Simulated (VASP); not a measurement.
# AlN (Imm2) in VASP: notebook

The runs below take AlN through single point, with r2SCAN.

Everything below comes from runs of VASP 6.6.1. Logs are shortened: lines on timing, memory, paths and dates and some standing lists are left out, and cuts for length are marked.

**1. The cell of the first run**

Symmetry: Imm2, No. 44, orthorhombic system. Conventional cell: a = 3.028 Å, b = 3.152 Å, c = 4.370 Å, α = 90.00°, β = 90.00°, γ = 90.00°. Within 2.5 Å of Al (site symmetry mm2) lie 4 N at 1.87 to 1.92 Å. Within 2.5 Å of N (site symmetry mm2) lie 4 Al at 1.87 to 1.92 Å.

**2. Single point, r2SCAN (strain -0.0400 x Voigt [0, 0, 0, 0, 0, 1])**

Contents of POSCAR:

```
AlN
1.0
   -0.0436980126      2.1849006282      2.1849006282
    2.1849006282     -0.0436980126      2.1849006282
    2.1412026156      2.1412026156      0.0000000000
Al N
1 1
Direct
    0.0000000000      0.0000000000      0.0000000000
    0.7500000000      0.7500000000      0.7500000000
```

Contents of INCAR.step1:

```
PREC = Accurate
ENCUT = 520
ISMEAR = 0
SIGMA = 0.05
LREAL = False
LASPH = True
NELM = 60
NBANDS = 11
GGA = PE
ALGO = Normal
EDIFF = 1E-4
LWAVE = True
LCHARG = False
```

Contents of INCAR.step2:

```
PREC = Accurate
ENCUT = 520
EDIFF = 1E-6
ISMEAR = 0
SIGMA = 0.05
LREAL = False
LASPH = True
NELM = 60
ALGO = Normal
ISIF = 2
LWAVE = False
LCHARG = True
METAGGA = R2SCAN
LMIXTAU = True
LELF = True
LVHAR = True
NBANDS = 11
ISTART = 1
```

Contents of KPOINTS:

```
Automatic mesh
0
Gamma
  10 10 10
```

Potentials or basis: VASP PAW PBE potentials, release 64 (Al, N).

Started as:

```
$ cat potpaw_PBE.64/Al/POTCAR potpaw_PBE.64/N/POTCAR > POTCAR
$ cp INCAR.step1 INCAR
$ mpirun -np 1 vasp_std > vasp.out
$ cp INCAR.step2 INCAR
$ mpirun -np 1 vasp_std > vasp.out
```

OUTCAR:

```text
PREC = Accurate
   ENCUT = 520
   EDIFF = 1E-6
   ISMEAR = 0
   LREAL = False
   LASPH = True
   NELM = 60
   ISIF = 2
   METAGGA = R2SCAN
   ISTART = 1

 ion  position               nearest neighbor table
   1  0.000  0.000  0.000-   2 1.87   2 1.87   2 1.92   2 1.92
   2  0.750  0.750  0.750-   1 1.87   1 1.87   1 1.92   1 1.92

  LATTYP: Found a body centered orthorhombic cell.
 ALAT       =     3.0281177788
 B/A-ratio  =     1.0408163266
 C/A-ratio  =     1.4430750637

  Lattice vectors:

 A1 = (   0.0436980126,  -2.1849006282,  -2.1849006282)
 A2 = (  -0.0436980126,   2.1849006282,  -2.1849006282)
 A3 = (   2.1849006282,  -0.0436980126,   2.1849006282)

Analysis of symmetry for initial positions (statically):
=====================================================================
 Subroutine PRICEL returns:
 Original cell was already a primitive cell.

 Routine SETGRP: Setting up the symmetry group for a
 body centered orthorhombic supercell.

 Subroutine GETGRP returns: Found  4 space group operations
 (whereof  4 operations were pure point group operations)
 out of a pool of  8 trial point group operations.

The static configuration has the point symmetry C_2v.

Analysis of symmetry for dynamics (positions and initial velocities):
=====================================================================
 Subroutine PRICEL returns:
 Original cell was already a primitive cell.

 Routine SETGRP: Setting up the symmetry group for a
 body centered orthorhombic supercell.

 Subroutine GETGRP returns: Found  4 space group operations
 (whereof  4 operations were pure point group operations)
 out of a pool of  8 trial point group operations.

The dynamic configuration has the point symmetry C_2v.

 Subroutine INISYM returns: Found  4 space group operations
 (whereof  4 operations are pure point group operations),
 and found     1 'primitive' translations

----------------------------------------------------------------------------------------

                                     Primitive cell

  volume of cell :      20.8522

  direct lattice vectors                    reciprocal lattice vectors
    -0.043698013  2.184900628  2.184900628    -0.224356235  0.224356235  0.228843360
     2.184900628 -0.043698013  2.184900628     0.224356235 -0.224356235  0.228843360
     2.141202616  2.141202616  0.000000000     0.233513632  0.233513632 -0.228843360

  length of vectors
     3.090225077  3.090225077  3.028117779     0.391204197  0.391204197  0.401779188

  position of ions in fractional coordinates (direct lattice)
     0.000000000  0.000000000  0.000000000
     0.750000000  0.750000000  0.750000000

  ion indices of the primitive-cell ions
   primitive index   ion index
                 1           1
                 2           2

----------------------------------------------------------------------------------------

 KPOINTS: Automatic mesh

Automatic generation of k-mesh.
 Grid dimensions read from file:
 generate k-points for:   10   10   10

 Generating k-lattice:

  Cartesian coordinates                     Fractional coordinates (reciprocal lattice)
    -0.022435623  0.022435623  0.022884336     0.100000000  0.000000000  0.000000000
     0.022435623 -0.022435623  0.022884336     0.000000000  0.100000000  0.000000000
     0.023351363  0.023351363 -0.022884336     0.000000000  0.000000000  0.100000000

  Length of vectors
     0.039120420  0.039120420  0.040177919

  Shift w.r.t. Gamma in fractional coordinates (k-lattice)
     0.000000000  0.000000000  0.000000000

 Subroutine IBZKPT returns following result:
 ===========================================

 Found    171 irreducible k-points:

 Following reciprocal coordinates:
            Coordinates               Weight
  0.000000  0.000000  0.000000      1.000000
  0.100000  0.000000  0.000000      4.000000
  0.200000  0.000000  0.000000      4.000000
  0.300000  0.000000  0.000000      4.000000
  0.400000 -0.000000  0.000000      4.000000
  0.500000  0.000000  0.000000      2.000000
[... 16 lines left out ...]
  0.300000  0.300000  0.000000      2.000000
  0.400000  0.300000  0.000000      4.000000
 [... further k-points ...]
   k-points           NKPTS =    171   k-points in BZ     NKDIM =    171   number of bands    NBANDS=     11
   number of dos      NEDOS =    301   number of ions     NIONS =      2
   total plane-waves  NPLWV =  13824
   dimension x,y,z NGX =    24 NGY =   24 NGZ =   24
   dimension x,y,z NGXF=    48 NGYF=   48 NGZF=   48
   ions per type =               1   1
   NGX,Y,Z   is equivalent  to a cutoff of  12.91, 12.91, 13.18 a.u.
   NGXF,Y,Z  is equivalent  to a cutoff of  25.82, 25.82, 26.35 a.u.
 SYSTEM =  unknown system
   PREC   = accura    normal or accurate (medium, high low for compatibility)
   ISTART =      1    job   : 0-new  1-cont  2-samecut
   ICHARG =      0    charge: 1-file 2-atom 10-const
   ISPIN  =      1    spin polarized calculation?
   LNONCOLLINEAR =      F non collinear calculations
   LSORBIT =      F    spin-orbit coupling
   LASPH  =      T    aspherical Exc in radial PAW
   ENCUT  =  520.0 eV  38.22 Ry    6.18 a.u.   5.75  5.75  5.63*2*pi/ulx,y,z
   NELM   =     60;   NELMIN=  2; NELMDL=  0     # of ELM steps
   EDIFF  = 0.1E-05   stopping-criterion for ELM
   LREAL  =      F    real-space projection
   EDIFFG = 0.1E-04   stopping-criterion for IOM
   NSW    =      0    number of steps for IOM
   IBRION =     -1    ionic relax: 0-MD 1-quasi-New 2-CG
   NFREE  =      0    steps in history (QN), initial steepest desc. (CG)
   ISIF   =      2    stress and relaxation
   ISYM   =      2    0-nonsym 1-usesym 2-fastsym
   POTIM  = 0.5000    time-step for ionic-motion
   TEBEG  =    0.0;   TEEND  =   0.0 temperature during run
   PSTRESS=    0.0 pullay stress
   NELECT =       8.0000    total number of electrons
   NUPDOWN=      -1.0000    fix difference up-down
   EMIN   =  10.00;   EMAX   =-10.00  energy-range for DOS
   EFERMI =   0.00;   METHOD = LEGACY
   ISMEAR =     0;   SIGMA  =   0.05  broadening in eV -4-tet -1-fermi 0-gaus
   EFERMI_NEDOS =   21; number of points for ismear=-14 and -15
   IALGO  =     38    algorithm
   IMIX   =      4    mixing-type and parameters
     AMIX     =   0.40;   BMIX     =  1.00
     AMIX_MAG =   1.60;   BMIX_MAG =  1.00
  volume/ion in A,a.u.               =      10.43        70.36
  Fermi-wavevector in a.u.,A,eV,Ry     =   1.189564  2.247950 19.253086  1.415062
  Thomas-Fermi vector in A             =   2.325668
   LORBIT       =      0    0 simple, 1 ext, 2 COOP (PROOUT), +10 PAW based schemes
   METAGGA = R2SCAN    functional components
   LHFCALC =     F    Hartree Fock is set to
   AEXX    =    0.0000 exact exchange contribution
   IVDW    =     0    specifies the selected vdW correction
   LEPSILON=     F    determine dielectric tensor
   LRPA    =     F    only Hartree local field effects (RPA)
 non-spin polarized calculation
 Gauss-broadening in eV      SIGMA  =   0.05
  energy-cutoff  :      520.00
  volume of cell :       20.85
 maximum number of plane-waves:       572
   NGX = 11   NGY = 11   NGZ = 11

 number of electron       8.0000000 magnetization

 Free energy of the ion-electron system (eV)
  ---------------------------------------------------
  ext. energy  EPLUGINS =         0.00000000
  ---------------------------------------------------
  free energy    TOTEN  =       -19.15495017 eV

  energy without entropy =      -19.15495017  energy(sigma->0) =      -19.15495017

 E-fermi :   6.1019     XC(G=0): -11.4140

 val. band max:        5.8005326909   @ k =   0.0000   0.0000   0.0000
 cond. band min:       9.5857141917   @ k =   0.5000   0.5000   0.0000
 fundamental gap:      3.7851815008
 Fermi energy:         6.1018536906

 k-point     1 :       0.0000    0.0000    0.0000
  band No.  band energies     occupation
      1     -10.0534      2.00000
      2       5.5793      2.00000
      3       5.6769      2.00000
      4       5.8005      2.00000
      5      10.5342      0.00000
      6      18.6549      0.00000
      7      19.2478      0.00000
      8      19.7636      0.00000
      9      24.1969      0.00000
     10      24.2431      0.00000
     11      25.7068      0.00000

 k-point     2 :       0.1000    0.0000    0.0000
  band No.  band energies     occupation
      1      -9.9119      2.00000
      2       4.7987      2.00000
      3       5.6038      2.00000
      4       5.7497      2.00000
      5      11.2172      0.00000
      6      18.4519      0.00000
      7      19.2616      0.00000
      8      19.8709      0.00000
      9      22.9620      0.00000
     10      23.2052      0.00000
     11      25.0954      0.00000

 k-point     3 :       0.2000    0.0000    0.0000
  band No.  band energies     occupation
      1      -9.5112      2.00000
      2       3.1692      2.00000
      3       5.4945      2.00000
      4       5.6219      2.00000
      5      12.4366      0.00000
      6      17.8130      0.00000
      7      19.1632      0.00000
      8      19.6664      0.00000
      9      22.3678      0.00000
     10      22.8880      0.00000
     11      24.2973      0.00000

 k-point     4 :       0.3000    0.0000    0.0000
  band No.  band energies     occupation
      1      -8.9359      2.00000
      2       1.5039      2.00000
      3       5.3706      2.00000
      4       5.4734      2.00000
      5      13.3969      0.00000
      6      17.1443      0.00000
      7      18.5012      0.00000
      8      18.9147      0.00000
      9      23.3823      0.00000
     10      24.1072      0.00000
     11      24.1719      0.00000

 k-point     5 :       0.4000   -0.0000    0.0000
  band No.  band energies     occupation
      1      -8.3719      2.00000
      2       0.2274      2.00000
      3       5.2771      2.00000
      4       5.3601      2.00000
      5      13.9088      0.00000
      6      16.6547      0.00000
      7      17.8967      0.00000
      8      18.3001      0.00000
      9      24.5992      0.00000
     10      25.3128      0.00000
     11      26.0401      0.00000
[... 211 lines left out ...]
 k-point    21 :      -0.3000    0.2000    0.0000
  band No.  band energies     occupation
      1      -8.2308      2.00000
      2       1.0340      2.00000
      3       3.4331      2.00000
      4       5.2851      2.00000
      5      14.4435      0.00000
      6      15.9069      0.00000
      7      18.4171      0.00000
      8      19.2375      0.00000
      9      23.5725      0.00000
     10      25.2957      0.00000
     11      27.9826      0.00000

 k-point    22 :      -0.2000    0.2000    0.0000
  band No.  band energies     occupation
      1      -8.7607      2.00000
      2       1.8888      2.00000
      3       3.9135      2.00000
      4       5.5324      2.00000
      5      14.1612      0.00000
      6      16.7438      0.00000
      7      17.9252      0.00000
      8      19.4233      0.00000
      9      22.1478      0.00000
     10      25.2068      0.00000
     11      27.9063      0.00000

 k-point    23 :       0.3000    0.3000    0.0000
  band No.  band energies     occupation
      1      -8.5216      2.00000
      2       2.1297      2.00000
      3       4.2168      2.00000
      4       4.6438      2.00000
      5      11.6554      0.00000
      6      16.3329      0.00000
      7      18.5240      0.00000
      8      21.0564      0.00000
      9      21.5547      0.00000
     10      27.0830      0.00000
     11      30.7499      0.00000

 k-point    24 :       0.4000    0.3000    0.0000
  band No.  band energies     occupation
      1      -8.0773      2.00000
      2       1.4599      2.00000
      3       3.8000      2.00000
      4       4.4853      2.00000
      5      11.2536      0.00000
      6      16.1231      0.00000
      7      18.9215      0.00000
      8      21.5958      0.00000
      9      21.7815      0.00000
     10      28.2027      0.00000
     11      30.4088      0.00000

 [... further k-points ...]

------------------------ aborting loop because EDIFF is reached ----------------------------------------

  FORCE on cell =-STRESS in cart. coord.  units (eV):
  Direction    XX          YY          ZZ          XY          YZ          ZX
  --------------------------------------------------------------------------------------
  -------------------------------------------------------------------------------------
  Total        0.0148229      0.0148229     -0.0182734      1.2369905      0.0000000      0.0000000
  in kB        1.1389165      1.1389165     -1.4040337     95.0442040      0.0000000      0.0000000
  external PRESSURE =       0.2912664 kB  Pullay stress =       0.0000000 kB

 VOLUME and BASIS-vectors are now :
 -----------------------------------------------------------------------------
  energy-cutoff  :      520.00
  volume of cell :       20.85
      direct lattice vectors                 reciprocal lattice vectors
    -0.043698013  2.184900628  2.184900628    -0.224356235  0.224356235  0.228843360
     2.184900628 -0.043698013  2.184900628     0.224356235 -0.224356235  0.228843360
     2.141202616  2.141202616  0.000000000     0.233513632  0.233513632 -0.228843360

 POSITION                                       TOTAL-FORCE (eV/Angst)
 -----------------------------------------------------------------------------------
      0.00000      0.00000      0.00000        -0.000000     -0.000000      0.351441
      3.21180      3.21180      3.27735         0.000000      0.000000     -0.351441
 -----------------------------------------------------------------------------------
    total drift:                                0.000003      0.000003     -0.004415

  FREE ENERGIE OF THE ION-ELECTRON SYSTEM (eV)
  ---------------------------------------------------
  free  energy   TOTEN  =       -19.1549501728 eV

  energy  without entropy=      -19.1549501728  energy(sigma->0) =      -19.15495017
```

It took 75 s on 1 thread of Intel Xeon 8259CL, shared host; peak memory 0.17 GiB.

What came out:

* Free energy: -19.1550 eV
* Pressure: 0.0 GPa
* Largest force: 0.351 eV/Å
* Band gap on the k mesh: 3.79 eV, indirect (least direct gap 4.73 eV)

Forces on the atoms (eV/Å):
```
Al   0.000  0.000  0.351
N    0.000  0.000 -0.351
```

Levels at points of the mesh, in eV from the valence-band top:
```csv
k point,band 2,band 3,band 4,band 5,band 6,band 7
"(0.00, 0.00, 0.00)",-0.22,-0.12,0.00,4.73,12.85,13.45
"(0.50, 0.00, 0.00)",-6.07,-0.56,-0.48,8.26,10.67,11.87
"(0.50, 0.50, 0.00)",-5.06,-2.16,-1.67,3.79,9.42,15.06
"(0.00, 0.00, 0.50)",-5.94,-0.70,-0.65,7.89,10.65,11.41
"(0.50, 0.00, 0.50)",-5.06,-1.92,-1.92,3.82,9.36,14.98
```

Caveat: the cell differs from its parent crystal (strain -0.0400 x Voigt [0, 0, 0, 0, 0, 1]); the PAW data sets were made with another functional, which shifts forces and pressure a little. A k mesh can miss the band edges.

(Part 1 of 2 ends here.)
